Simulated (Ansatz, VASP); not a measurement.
## Pb in VASP and in Ansatz

POSCAR

```
Pb
1.0
    3.0587306239     -1.7619118207      0.0000000000
    3.0587306239      1.7619118207      0.0000000000
   -2.1294727321      0.0000000000      6.1355917714
Pb
2
Direct
    0.9085084100      0.9085084100      0.7262922000
    0.0914915900      0.0914915900      0.2737078000
```

Contents of INCAR.step1:

```
PREC = Accurate
ENCUT = 520
EDIFF = 1E-5
ISMEAR = -1
SIGMA = 0.05
LREAL = False
LASPH = True
NELM = 60
ALGO = Normal
ISIF = 2
LWAVE = True
LCHARG = False
GGA = PE
NBANDS = 21
```

The input INCAR.step2:

```
PREC = Accurate
ENCUT = 520
EDIFF = 1E-7
ISMEAR = -1
SIGMA = 0.05
LREAL = False
LASPH = True
NELM = 60
ALGO = Normal
ISIF = 2
LWAVE = False
LCHARG = False
GGA = PE
LHFCALC = True
AEXX = 0.25
PRECFOCK = Normal
ISTART = 1
NBANDS = 21
```

File KPOINTS:

```
regular mesh
0
Gamma
  4 4 2
```

Contents of input.yaml:

```yaml
crystal:
  lattice:
    - [3.0587306239, -1.7619118207, 0.0]
    - [3.0587306239, 1.7619118207, 0.0]
    - [-2.1294727321, 0.0, 6.1355917714]
  atoms:
    - { symbol: Pb, position: [0.90850841, 0.90850841, 0.7262922] }
    - { symbol: Pb, position: [0.09149159, 0.09149159, 0.2737078] }
hamiltonian:
  xc: pbe0
  pseudopotentials: { kind: paw }
kpoints:
  mp_grid: { grid: [4, 4, 2] }
scf:
  occupations: { method: fermi_dirac, width: 0.05 }
output:
  forces: true
  stress: true
  eigenvalues: true
```

Alike in both runs: task single point; functional PBE0; k mesh 4 × 4 × 2; occupations fermi-dirac, width 0.05 eV; no spin polarisation.

|  | VASP | Ansatz |
| --- | --- | --- |
| version | VASP 6.6.1 | Ansatz 0.2.0 |
| potentials or method | VASP PAW PBE potentials, release 64 (Pb_d) | Ansatz PAW |
| plane-wave cutoff (eV) | 520 | 420 |
| valence electrons in the cell | 28 | 28 |

|  | VASP | Ansatz | Ansatz less VASP |
| --- | --- | --- | --- |
| gap on the k mesh at the Fermi level (eV) | none | none | - |
| pressure (GPa) | -1.1 | -1.1 | +0.01 |
| traceless stress, the component that is largest in VASP (GPa) | -2.89 | -2.37 | +0.526 |
| rms of the force components (eV/Å) | 0.270 | 0.225 | -0.0448 |

Atom by atom the forces differ by 0.047 eV/Å (rms over components). A gap of «none» marks a metal or a gap that the smearing closes. With one functional, cell and mesh, what is left measures potentials, basis and numerics.

The k mesh is coarse, so the values compare programs but aren't converged. Neither program's run includes spin-orbit coupling.
